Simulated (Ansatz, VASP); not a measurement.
Sc: VASP beside Ansatz

INCAR

```
SYSTEM = Sc
PREC = Accurate ; ENCUT = 520
EDIFF = 1E-6 ; ISMEAR = -1
SIGMA = 0.03 ; LREAL = .FALSE.
LASPH = .TRUE. ; NELM = 80
ALGO = Normal ; ISIF = 2
LWAVE = .FALSE. ; LCHARG = .FALSE.
GGA = PE ; NBANDS = 12
```

KPOINTS

```
Automatic mesh
0
G
  13 13 13
  0 0 0
```

File POSCAR:

```
Sc
1.0
    0.0000000000      2.2629688594      2.2629688594
    2.2629688594      0.0000000000      2.2629688594
    2.2629688594      2.2629688594      0.0000000000
Sc
1
Direct
    0.0000000000      0.0000000000      0.0000000000
```

Input for Ansatz:

```yaml
crystal:
  lattice:
    - [0.0, 2.2629688594, 2.2629688594]
    - [2.2629688594, 0.0, 2.2629688594]
    - [2.2629688594, 2.2629688594, 0.0]
  atoms:
    - { symbol: Sc, position: [0.0, 0.0, 0.0] }
kpoints:
  mp_grid: { grid: [13, 13, 13] }
scf:
  occupations: { method: fermi_dirac, width: 0.03 }
hamiltonian:
  xc: pbe
  pseudopotentials: { kind: all_electron, lapw: { basis_error: 0.00025 } }
output:
  forces: true
  stress: true
  eigenvalues: true
```

Change from the starting cell: volume scaled by 0.9405.

Alike in both runs: task single point; functional PBE; k mesh 13 × 13 × 13; occupations fermi-dirac, width 0.03 eV; no spin polarisation.

|  | VASP | Ansatz |
| --- | --- | --- |
| version | VASP 6.6.1 | Ansatz 0.2.0 |
| potentials or method | VASP PAW PBE potentials, release 64 (Sc_sv), cutoff 520 eV | all-electron LAPW, scalar-relativistic |

|  | VASP | Ansatz | Ansatz less VASP |
| --- | --- | --- | --- |
| pressure (GPa) | 3.4 | 3.4 | -0.03 |

Ansatz ran all-electron here, and VASP with PAW potentials.
